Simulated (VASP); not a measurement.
# KBiHI3O10 (P-1) in VASP: electric field gradients with PBE

Aim: the electric field gradients of KBiHI3O10 with PBE.

All numbers are computed with VASP 6.6.1; they aren't measurements. Logs are shortened: lines on timing, memory, paths and dates and some standing lists are left out, and cuts for length are marked.

### Step 1. The cell of the first run

The typed cell holds 32 atoms: a = 7.266 Å, b = 8.168 Å, c = 8.863 Å, α = 101.62°, β = 93.80°, γ = 109.32°.

### Step 2. Electric field gradients, PBE

INCAR reads:

```
ALGO = Normal ; EDIFF = 1E-8
ENCUT = 520 ; GGA = PE
ISIF = 2 ; ISMEAR = -1
LASPH = T ; LCHARG = F
LEFG = T ; LREAL = Auto
LWAVE = F ; NBANDS = 128
NELM = 100 ; PREC = Accurate
SIGMA = 0.02
```

KPOINTS reads:

```
k-points
0
Gamma
  4 3 3
```

POSCAR reads:

```
KBiHI3O10
1.0
    7.2662000000      0.0000000000      0.0000000000
   -2.7019702016      7.7079383670      0.0000000000
   -0.5875487331     -2.0978224706      8.5909792095
K Bi H I O
2 2 2 6 20
Direct
    0.1763700000      0.1432500000      0.8932800000
    0.8236300000      0.8567500000      0.1067200000
    0.3765300000      0.0534500000      0.2693400000
    0.6234700000      0.9465500000      0.7306600000
    0.1956000000      0.2498000000      0.2756000000
    0.8044000000      0.7502000000      0.7244000000
    0.5257100000      0.3993300000      0.6671900000
    0.4742900000      0.6006700000      0.3328100000
    0.9605800000      0.2557100000      0.4935700000
    0.0394200000      0.7442900000      0.5064300000
    0.7774400000      0.3447900000      0.0849700000
    0.2225600000      0.6552100000      0.9150300000
    0.1528000000      0.1532000000      0.2056000000
    0.8472000000      0.8468000000      0.7944000000
    0.1181000000      0.9176000000      0.3984000000
    0.8819000000      0.0824000000      0.6016000000
    0.7685000000      0.1701000000      0.3282000000
    0.2315000000      0.8299000000      0.6718000000
    0.7699000000      0.4836000000      0.9538000000
    0.2301000000      0.5164000000      0.0462000000
    0.4950000000      0.1826000000      0.6983000000
    0.5050000000      0.8174000000      0.3017000000
    0.4475000000      0.3238000000      0.4565000000
    0.5525000000      0.6762000000      0.5435000000
    0.2901000000      0.4056000000      0.7197000000
    0.7099000000      0.5944000000      0.2803000000
    0.5161000000      0.2316000000      0.0900000000
    0.4839000000      0.7684000000      0.9100000000
    0.8850000000      0.4238000000      0.6102000000
    0.1150000000      0.5762000000      0.3898000000
    0.8136000000      0.1561000000      0.9559000000
    0.1864000000      0.8439000000      0.0441000000
```

Potentials or basis: VASP PAW PBE potentials, release 64 (K_sv, Bi_d, H, I, O).

Run with:

```
$ cat potpaw_PBE.64/K_sv/POTCAR potpaw_PBE.64/Bi_d/POTCAR potpaw_PBE.64/H/POTCAR potpaw_PBE.64/I/POTCAR potpaw_PBE.64/O/POTCAR > POTCAR
$ mpirun -np 1 vasp_std > vasp.out
```

OUTCAR:

```text
EDIFF = 1E-8
   ENCUT = 520
   GGA = PE
   ISIF = 2
   ISMEAR = -1
   LASPH = T
   LREAL = Auto
   NELM = 100
   PREC = Accurate

 ion  position               nearest neighbor table
   1  0.176  0.143  0.893-  14 2.72  27 2.72  31 2.76  13 2.77  25 2.82   2 3.75   3 3.85   4 3.85

   2  0.824  0.857  0.107-  13 2.72  28 2.72  32 2.76  14 2.77  26 2.82   1 3.75   4 3.85   3 3.85

   3  0.377  0.053  0.269-  13 2.14  15 2.34  32 2.35  23 2.36   5 2.38  27 2.42  22 2.46  17 2.66
                             1 3.85   2 3.85
   4  0.623  0.947  0.731-  14 2.14  16 2.34  31 2.35  24 2.36   6 2.38  28 2.42  21 2.46  18 2.66
                             2 3.85   1 3.85
   5  0.196  0.250  0.276-  13 0.85   3 2.38
   6  0.804  0.750  0.724-  14 0.85   4 2.38
   7  0.526  0.399  0.667-  21 1.79  25 1.82  23 1.83  29 2.64  24 2.66
   8  0.474  0.601  0.333-  22 1.79  26 1.82  24 1.83  30 2.64  23 2.66
   9  0.961  0.256  0.494-  17 1.80  29 1.80  16 1.82
  10  0.039  0.744  0.506-  18 1.80  30 1.80  15 1.82
  11  0.777  0.345  0.085-  19 1.79  27 1.82  31 1.83  26 2.60
  12  0.223  0.655  0.915-  20 1.79  28 1.82  32 1.83  25 2.60
  13  0.153  0.153  0.206-   5 0.85   3 2.14   2 2.72   1 2.77
  14  0.847  0.847  0.794-   6 0.85   4 2.14   1 2.72   2 2.77
  15  0.118  0.918  0.398-  10 1.82   3 2.34
  16  0.882  0.082  0.602-   9 1.82   4 2.34
  17  0.769  0.170  0.328-   9 1.80   3 2.66
  18  0.231  0.830  0.672-  10 1.80   4 2.66
  19  0.770  0.484  0.954-  11 1.79
  20  0.230  0.516  0.046-  12 1.79
  21  0.495  0.183  0.698-   7 1.79   4 2.46
  22  0.505  0.817  0.302-   8 1.79   3 2.46
  23  0.447  0.324  0.456-   7 1.83   3 2.36   8 2.66
  24  0.553  0.676  0.544-   8 1.83   4 2.36   7 2.66
  25  0.290  0.406  0.720-   7 1.82  12 2.60   1 2.82
  26  0.710  0.594  0.280-   8 1.82  11 2.60   2 2.82
  27  0.516  0.232  0.090-  11 1.82   3 2.42   1 2.72
  28  0.484  0.768  0.910-  12 1.82   4 2.42   2 2.72
  29  0.885  0.424  0.610-   9 1.80   7 2.64
  30  0.115  0.576  0.390-  10 1.80   8 2.64
  31  0.814  0.156  0.956-  11 1.83   4 2.35   1 2.76
  32  0.186  0.844  0.044-  12 1.83   3 2.35   2 2.76

  LATTYP: Found a triclinic cell.
 ALAT       =     7.2662000000
 B/A-ratio  =     1.6277269975
 C/A-ratio  =     1.1240813630
 COS(alpha) =     0.0522827371
 COS(beta)  =     0.3308075861
 COS(gamma) =     0.6640305928

  Lattice vectors:

 A1 = (  -7.2662000000,   0.0000000000,   0.0000000000)
 A2 = (  -7.8537487331,  -2.0978224706,   8.5909792095)
 A3 = (  -2.7019702016,   7.7079383670,   0.0000000000)

Analysis of symmetry for initial positions (statically):
=====================================================================
 Subroutine PRICEL returns:
 Original cell was already a primitive cell.

 Routine SETGRP: Setting up the symmetry group for a
 triclinic supercell.

 Subroutine GETGRP returns: Found  2 space group operations
 (whereof  2 operations were pure point group operations)
 out of a pool of  2 trial point group operations.

The static configuration has the point symmetry S_2 .

Analysis of symmetry for dynamics (positions and initial velocities):
=====================================================================
 Subroutine PRICEL returns:
 Original cell was already a primitive cell.

 Routine SETGRP: Setting up the symmetry group for a
 triclinic supercell.

 Subroutine GETGRP returns: Found  2 space group operations
 (whereof  2 operations were pure point group operations)
 out of a pool of  2 trial point group operations.

The dynamic configuration has the point symmetry S_2 .

 Subroutine INISYM returns: Found  2 space group operations
 (whereof  2 operations are pure point group operations),
 and found     1 'primitive' translations

----------------------------------------------------------------------------------------

                                     Primitive cell

  volume of cell :     481.1586

  direct lattice vectors                    reciprocal lattice vectors
     7.266200000  0.000000000  0.000000000     0.137623517  0.048243074  0.021192686
[... 129 lines left out ...]
   NGXF,Y,Z  is equivalent  to a cutoff of  24.71, 26.05, 26.26 a.u.
 SYSTEM =  unknown system
   PREC   = accura    normal or accurate (medium, high low for compatibility)
   ISTART =      0    job   : 0-new  1-cont  2-samecut
   ICHARG =      2    charge: 1-file 2-atom 10-const
   ISPIN  =      1    spin polarized calculation?
   LNONCOLLINEAR =      F non collinear calculations
   LSORBIT =      F    spin-orbit coupling
   LASPH  =      T    aspherical Exc in radial PAW
   ENCUT  =  520.0 eV  38.22 Ry    6.18 a.u.  13.51 15.19 16.48*2*pi/ulx,y,z
   NELM   =    100;   NELMIN=  2; NELMDL= -5     # of ELM steps
   EDIFF  = 0.1E-07   stopping-criterion for ELM
   LREAL  =      T    real-space projection
   EDIFFG = 0.1E-06   stopping-criterion for IOM
   NSW    =      0    number of steps for IOM
   IBRION =     -1    ionic relax: 0-MD 1-quasi-New 2-CG
   NFREE  =      0    steps in history (QN), initial steepest desc. (CG)
   ISIF   =      2    stress and relaxation
   ISYM   =      2    0-nonsym 1-usesym 2-fastsym
   POTIM  = 0.5000    time-step for ionic-motion
   TEBEG  =    0.0;   TEEND  =   0.0 temperature during run
   PSTRESS=    0.0 pullay stress
   NELECT =     212.0000    total number of electrons
   NUPDOWN=      -1.0000    fix difference up-down
   EMIN   =  10.00;   EMAX   =-10.00  energy-range for DOS
   EFERMI =   0.00;   METHOD = LEGACY
   ISMEAR =    -1;   SIGMA  =   0.02  broadening in eV -4-tet -1-fermi 0-gaus
   EFERMI_NEDOS =   21; number of points for ismear=-14 and -15
   IALGO  =     38    algorithm
   IMIX   =      4    mixing-type and parameters
     AMIX     =   0.40;   BMIX     =  1.00
     AMIX_MAG =   1.60;   BMIX_MAG =  1.00
  volume/ion in A,a.u.               =      15.04       101.47
  Fermi-wavevector in a.u.,A,eV,Ry     =   1.245730  2.354089 21.114120  1.551844
  Thomas-Fermi vector in A             =   2.379939
   LORBIT       =      0    0 simple, 1 ext, 2 COOP (PROOUT), +10 PAW based schemes
   GGA     = PE    functional components
   LHFCALC =     F    Hartree Fock is set to
   AEXX    =    0.0000 exact exchange contribution
   IVDW    =     0    specifies the selected vdW correction
   LEPSILON=     F    determine dielectric tensor
   LRPA    =     F    only Hartree local field effects (RPA)
 non-spin polarized calculation
  energy-cutoff  :      520.00
  volume of cell :      481.16
 maximum number of plane-waves:     12997
   NGX = 27   NGY = 31   NGZ = 33

 number of electron     211.9999994 magnetization

 Free energy of the ion-electron system (eV)
  ---------------------------------------------------
  ext. energy  EPLUGINS =         0.00000000
  ---------------------------------------------------
  free energy    TOTEN  =      -146.48117717 eV

  energy without entropy =     -146.48117717  energy(sigma->0) =     -146.48117717

 E-fermi :   3.7172     XC(G=0):  -9.6118

 val. band max:        3.2435077008   @ k =   0.5000  -0.0000   0.0000
 cond. band min:       6.2260620132   @ k =   0.5000  -0.0000   0.0000
 fundamental gap:      2.9825543123
 Fermi energy:         3.7172325615

 k-point     1 :       0.0000    0.0000    0.0000
  band No.  band energies     occupation
      1     -23.8640      2.00000
      2     -23.8493      2.00000
      3     -18.5839      2.00000
      4     -18.5807      2.00000
      5     -18.5605      2.00000
      6     -18.5487      2.00000
[... 2288 lines left out ...]
    117       8.1385      0.00000
    118       8.4345      0.00000
 [bands above 118 left out]

------------------------ aborting loop because EDIFF is reached ----------------------------------------

  FORCE on cell =-STRESS in cart. coord.  units (eV):
  Direction    XX          YY          ZZ          XY          YZ          ZX
  --------------------------------------------------------------------------------------
  -------------------------------------------------------------------------------------
  Total       22.1795115     31.6285860     27.7343847     -2.6005605      7.7460017     -1.6197689
  in kB       73.8540489    105.3178804     92.3508439     -8.6594299     25.7928849     -5.3935584
  external PRESSURE =      90.5075910 kB  Pullay stress =       0.0000000 kB

 VOLUME and BASIS-vectors are now :
 -----------------------------------------------------------------------------
  energy-cutoff  :      520.00
  volume of cell :      481.16
      direct lattice vectors                 reciprocal lattice vectors
     7.266200000  0.000000000  0.000000000     0.137623517  0.048243074  0.021192686
    -2.701970202  7.707938367  0.000000000     0.000000000  0.129736377  0.031680194
    -0.587548733 -2.097822471  8.590979210     0.000000000  0.000000000  0.116401166

 POSITION                                       TOTAL-FORCE (eV/Angst)
 -----------------------------------------------------------------------------------
      0.36964     -0.76978      7.67415         0.022170     -0.001976     -0.049890
      3.60704      6.37990      0.91683        -0.022170      0.001976      0.049890
      2.43327     -0.15304      2.31389         0.769050     -0.531846     -0.245857
      1.54341      5.76315      6.27708        -0.769050      0.531846      0.245857
      0.58439      1.34728      2.36767        -0.256005      7.258683      6.682905
      3.39229      4.26283      6.22331         0.256005     -7.258683     -6.682905
[... 24 lines left out ...]
      4.92836     -0.80210      8.21212         0.347259     -0.400512     -0.403500
     -0.95168      6.41222      0.37886        -0.347259      0.400512      0.403500
 -----------------------------------------------------------------------------------
    total drift:                                0.000000      0.000000      0.000000

  FREE ENERGIE OF THE ION-ELECTRON SYSTEM (eV)
  ---------------------------------------------------
  free  energy   TOTEN  =      -146.4811771683 eV

  energy  without entropy=     -146.4811771683  energy(sigma->0) =     -146.48117717

 Electric field gradients (V/A^2)
---------------------------------------------------------------------
 ion       V_xx      V_yy      V_zz      V_xy      V_xz      V_yz
---------------------------------------------------------------------
   1       0.234     2.821    -3.055    -8.254    -0.625    -1.588
   2       0.234     2.821    -3.055    -8.254    -0.625    -1.588
   3    -297.444   100.117   197.327   262.666  -153.050    63.914
   4    -297.444   100.117   197.327   262.666  -153.050    63.914
   5     -48.718    24.799    23.919    -0.777     0.857    75.686
   6     -48.718    24.799    23.919    -0.777     0.857    75.686
[... 24 lines left out ...]
  31     -32.992    15.162    17.830   -46.331   -38.918    89.944
  32     -32.992    15.162    17.830   -46.331   -38.918    89.944
---------------------------------------------------------------------

 Electric field gradients after diagonalization (V/A^2)
 (convention: |V_zz| > |V_xx| > |V_yy|)
----------------------------------------------------------------------
 ion       V_xx      V_yy      V_zz     asymmetry (V_yy - V_xx)/ V_zz
----------------------------------------------------------------------
   1      -7.360    -2.572     9.932       0.482
   2      -7.360    -2.572     9.932       0.482
   3     245.859   223.314  -469.173       0.048
   4     245.859   223.314  -469.173       0.048
   5     -51.766   -48.280   100.046       0.035
   6     -51.766   -48.280   100.046       0.035
[... 24 lines left out ...]
  31     -74.933   -53.955   128.888       0.163
  32     -74.933   -53.955   128.888       0.163
----------------------------------------------------------------------

           NMR quadrupolar parameters

 Cq : quadrupolar parameter    Cq=e*Q*V_zz/h
 eta: asymmetry parameters     (V_yy - V_xx)/ V_zz
 Q  : nuclear electric quadrupole moment in mb (millibarn)
----------------------------------------------------------------------
 ion       Cq(MHz)       eta       Q (mb)
----------------------------------------------------------------------
   1       0.024       0.482       1.000
   2       0.024       0.482       1.000
   3      -1.134       0.048       1.000
   4      -1.134       0.048       1.000
   5       0.242       0.035       1.000
   6       0.242       0.035       1.000
[... 24 lines left out ...]
  31       0.312       0.163       1.000
  32       0.312       0.163       1.000
----------------------------------------------------------------------
```

Run time: 39 min. Hardware: 1 thread of AMD EPYC 9R45 (Zen 5), shared host; peak memory 0.98 GiB.

What came out:

```
Free energy                             : -146.4812 eV
Pressure                                : 9.1 GPa
Largest force                           : 9.870 eV/Å
Band gap on the k mesh                  : 2.98 eV
Largest electric field gradient by atom : K +9.9; Bi -469.2; H +100.0; I -536.8, -521.0, -538.9 (each value once); O +87.5, +143.7, +133.1, +136.0, +147.8, +136.9, +130.4, +141.2, +139.5, +128.9 (each value once) V/Å²
```

Forces in eV/Å, atoms in the order of the input:
```
K    0.022 -0.002 -0.050
K   -0.022  0.002  0.050
Bi   0.769 -0.532 -0.246
Bi  -0.769  0.532  0.246
H   -0.256  7.259  6.683
H    0.256 -7.259 -6.683
I    0.724  0.683  0.729
I   -0.724 -0.683 -0.729
I    0.882  0.071 -0.115
I   -0.882 -0.071  0.115
I    0.533  0.021  1.083
I   -0.533 -0.021 -1.083
O   -0.500 -6.598 -6.856
O    0.500  6.598  6.856
O   -0.080  0.350 -0.176
O    0.080 -0.350  0.176
O   -0.387 -0.046 -0.573
O    0.387  0.046  0.573
O   -0.268  0.791 -0.712
O    0.268 -0.791  0.712
O   -0.048 -0.539  0.059
O    0.048  0.539 -0.059
O   -0.237  0.032 -0.845
O    0.237 -0.032  0.845
O   -0.827 -0.054  0.164
O    0.827  0.054 -0.164
O   -0.552 -0.193 -0.091
O    0.552  0.193  0.091
O   -0.731  0.655  0.630
O    0.731 -0.655 -0.630
O    0.347 -0.401 -0.404
O   -0.347  0.401  0.404
```

Stress tensor (GPa, compression positive):
```
 7.39 -0.87 -0.54
-0.87 10.53  2.58
-0.54  2.58  9.24
```

Electric field gradients, principal values (V/Å²):
| atom | least | middle | greatest (by size) |
| --- | --- | --- | --- |
| 1 K | -2.572 | -7.360 | 9.932 |
| 2 K | -2.572 | -7.360 | 9.932 |
| 3 Bi | 223.314 | 245.859 | -469.173 |
| 4 Bi | 223.314 | 245.859 | -469.173 |
| 5 H | -48.280 | -51.766 | 100.046 |
| 6 H | -48.280 | -51.766 | 100.046 |
| 7 I | 225.364 | 311.447 | -536.811 |
| 8 I | 225.364 | 311.447 | -536.811 |
| 9 I | 234.054 | 286.971 | -521.025 |
| 10 I | 234.054 | 286.971 | -521.025 |
| 11 I | 207.396 | 331.482 | -538.878 |
| 12 I | 207.396 | 331.482 | -538.878 |
| 13 O | -1.455 | -86.076 | 87.530 |
| 14 O | -1.455 | -86.076 | 87.530 |
| 15 O | -65.095 | -78.642 | 143.737 |
| 16 O | -65.095 | -78.642 | 143.737 |
| 17 O | -57.717 | -75.411 | 133.128 |
| 18 O | -57.717 | -75.411 | 133.128 |
| 19 O | -54.822 | -81.178 | 136.000 |
| 20 O | -54.822 | -81.178 | 136.000 |
| 21 O | -60.890 | -86.913 | 147.802 |
| 22 O | -60.890 | -86.913 | 147.802 |
| 23 O | -52.393 | -84.474 | 136.867 |
| 24 O | -52.393 | -84.474 | 136.867 |
| 25 O | -52.650 | -77.776 | 130.426 |
| 26 O | -52.650 | -77.776 | 130.426 |
| 27 O | -52.537 | -88.623 | 141.160 |
| 28 O | -52.537 | -88.623 | 141.160 |
| 29 O | -60.555 | -78.975 | 139.529 |
| 30 O | -60.555 | -78.975 | 139.529 |
| 31 O | -53.955 | -74.933 | 128.888 |
| 32 O | -53.955 | -74.933 | 128.888 |

Caveat: the cell stands under pressure; without QUAD_EFG the Cq values of the log hold for a quadrupole moment of 1 mb, not for the nuclei; spin-orbit coupling is left out, which moves the levels of the heavy elements; forces of over 1 eV/Å act on the atoms, so gaps and moduli don't describe the material at rest.
